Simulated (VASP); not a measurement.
The system is CsPbBr3.

```
Cs Pb Br
1.0
     5.93941    0.00000    0.00000
     0.00000    5.93941    0.00000
     0.00000    0.00000    5.93941
Cs Pb Br
1 1 3
Direct
  0.50000 0.50000 0.50000
  0.00000 0.00000 0.00000
  0.00000 0.00000 0.50000
  0.00000 0.50000 0.00000
  0.50000 0.00000 0.00000
```

| Item | Value |
| --- | --- |
| Program | VASP 6.6.1 |
| Task | relaxation of cell and atoms |
| Functional | PBEsol |
| Potentials or basis | VASP PAW PBE potentials, release 64 (Cs_sv, Pb_d, Br) |
| Cutoff | 500 eV |
| k mesh | 6 × 6 × 6 |
| Occupations | gaussian, width 0.02 eV |
| Spin | no spin polarisation |

At the start: pressure -0.7 GPa; volume 41.90 Å³/atom.

Q: Where does the relaxation end?

A: Over 3 steps the energy falls by 3.1 meV/atom and the volume is 40.49 Å³/atom (-3.4 %); space group Pm-3m (No. 221, to 0.1 Å) before and after.

Step by step:
```
step  energy change (eV)  largest force (eV/Å)  pressure (GPa)  volume (Å³)
   1              0.0000                0.0000           -0.68       209.52
   2             -0.0145                0.0000           -0.18       204.17
   3             -0.0155                0.0000            0.00       202.45
```

Final structure:
```
Cs Pb Br
1.0
     5.87184    0.00000    0.00000
     0.00000    5.87184    0.00000
     0.00000    0.00000    5.87184
Cs Pb Br
1 1 3
Direct
  0.50000 0.50000 0.50000
  0.00000 0.00000 0.00000
  0.00000 0.00000 0.50000
  0.00000 0.50000 0.00000
  0.50000 0.00000 0.00000
```

Caveat: the PAW data sets were made with another functional, which shifts forces and pressure a little.
